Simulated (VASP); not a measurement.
Input of a VASP 6.6.1 run:

Contents of INCAR:

```
PREC = Accurate
ENCUT = 520
EDIFF = 1E-6
ISMEAR = 0
SIGMA = 0.1
LREAL = F
LASPH = T
NELM = 100
ALGO = Normal
ISIF = 2
LWAVE = F
LCHARG = F
GGA = PE
NBANDS = 26
```

KPOINTS

```
regular mesh
0
Gamma
  3 3 3
```

Contents of POSCAR:

```
Te5As
1.0
    3.9163701203      2.2611173421      3.6718311135
   -3.9163701203      2.2611173421      3.6718311135
    0.0000000000     -4.5222346876      3.6718311114
Te As
5 1
Direct
    0.1521442861      0.1521442861      0.1521442861
    0.8478557139      0.8478557139      0.8478557139
    0.0000000000      0.5000000000      0.5000000000
    0.5000000000      0.0000000000      0.5000000000
    0.5000000000      0.5000000000      0.0000000000
    0.5000000000      0.5000000000      0.5000000000
```

Potentials or basis: VASP PAW PBE potentials, release 64 (Te, As).

Launch:

```console
$ cat potpaw_PBE.64/Te/POTCAR potpaw_PBE.64/As/POTCAR > POTCAR
$ mpirun -np 1 vasp_std > vasp.out
```

**Question.** Estimate the pressure.

**Answer.** 0.1 GPa.

**Question.** What does it give for the largest force?

**Answer.** 0.006 eV/Å.

**Question.** Predict the band gap on the k mesh.

**Answer.** Zero (an odd number of electrons rules out a gap without spin polarisation).

Stress tensor (GPa, compression positive):
```
 0.09  0.00  0.00
 0.00  0.09  0.00
 0.00  0.00 -0.02
```

Caveat: the k points lie up to 0.36 Å⁻¹ apart, too coarse for converged energies and pressures of a metal; spin-orbit coupling is left out, which moves the levels of the heavy elements; an odd number of electrons without spin polarisation forces a metal; a magnetic or distorted state may lie lower.
